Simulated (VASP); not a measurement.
Input of a VASP 6.6.1 run:

The input INCAR:

```
PREC = Accurate
ENCUT = 520
EDIFF = 1E-7
ISMEAR = -1
SIGMA = 0.05
LREAL = False
LASPH = True
NELM = 80
ALGO = Normal
ISIF = 2
LWAVE = False
LCHARG = True
GGA = PS
LELF = True
LVHAR = True
NBANDS = 10
```

Contents of KPOINTS:

```
Automatic mesh
0
Gamma
  18 18 18
```

POSCAR

```
B
1.0
    0.0000000000      1.7897551257      1.7897551257
    1.7897551257      0.0000000000      1.7897551257
    1.7897551257      1.7897551257      0.0000000000
B
2
Direct
   -0.1250000000     -0.1250000000     -0.1250000000
    0.1250000000      0.1250000000      0.1250000000
```

Potentials or basis: VASP PAW PBE potentials, release 64 (B).

Launch:

```sh
$ cat potpaw_PBE.64/B/POTCAR > POTCAR
$ mpirun -np 1 vasp_std > vasp.out
```

(1) Predict the pressure.

(2) Estimate the band gap on the k mesh.

Results:

(1) 121.6 GPa.

(2) zero (band 3 reaches 12.48 eV, above the bottom of band 4 at 2.39 eV).

Caveat: the PAW data sets were made with another functional, which shifts forces and pressure a little.
